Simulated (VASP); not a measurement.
Here is a VASP 6.6.1 calculation.

Contents of INCAR:

```
SYSTEM = SnO2
PREC = Accurate
ENCUT = 520
EDIFF = 1E-6
ISMEAR = 0
SIGMA = 0.05
LREAL = .False.
LASPH = .True.
NELM = 80
ALGO = Normal
ISIF = 2
LWAVE = .False.
LCHARG = .False.
GGA = PE
NBANDS = 35
```

File KPOINTS:

```
regular mesh
0
Gamma
  6 6 8
  0 0 0
```

The input POSCAR:

```
SnO2
1.0
    4.8265176357      0.0000000000      0.0000000000
    0.0000000000      4.8283676035      0.0000000000
    0.0000000000      0.0000000000      3.2381666599
Sn O
2 4
Direct
    0.4826343101      0.4826491521      0.4551282864
   -0.0173656899     -0.0173508479     -0.0448717136
    0.3064962475      0.3066616298      0.0000000000
    0.8064962475      0.1933383702      0.5000000000
    0.1935037525      0.8066616298      0.5000000000
    0.6935037525      0.6933383702      0.0000000000
```

Potentials or basis: VASP PAW PBE potentials, release 64 (Sn_d, O).

Run with:

```bash
$ cat potpaw_PBE.64/Sn_d/POTCAR potpaw_PBE.64/O/POTCAR > POTCAR
$ mpirun -np 1 vasp_std > vasp.out
```

Problem. What does it give for the band gap on the k mesh?

Solution. 0.70 eV.

Problem. Estimate the pressure.

Solution. 4.8 GPa.

Problem. Predict the largest force.

Solution. 3.620 eV/Å.

Forces in eV/Å, atoms in the order of the input:
```
Sn   1.454  1.454  2.979
Sn   0.929  0.928  2.538
O   -1.437 -1.437 -2.282
O   -0.333  0.376 -1.301
O    0.375 -0.332 -1.301
O   -0.989 -0.990 -0.633
```

Caveat: the cell differs from its parent crystal (all Sn atoms moved +0.188 Å, as atom 1 towards its neighbour atom 3 (O) at 2.089 Å); the cell stands under pressure; semilocal functionals underestimate gaps, and a narrow one can read as zero; spin-orbit coupling is left out, which moves the levels of the heavy elements; forces of over 1 eV/Å act on the atoms, so gaps and moduli don't describe the material at rest.
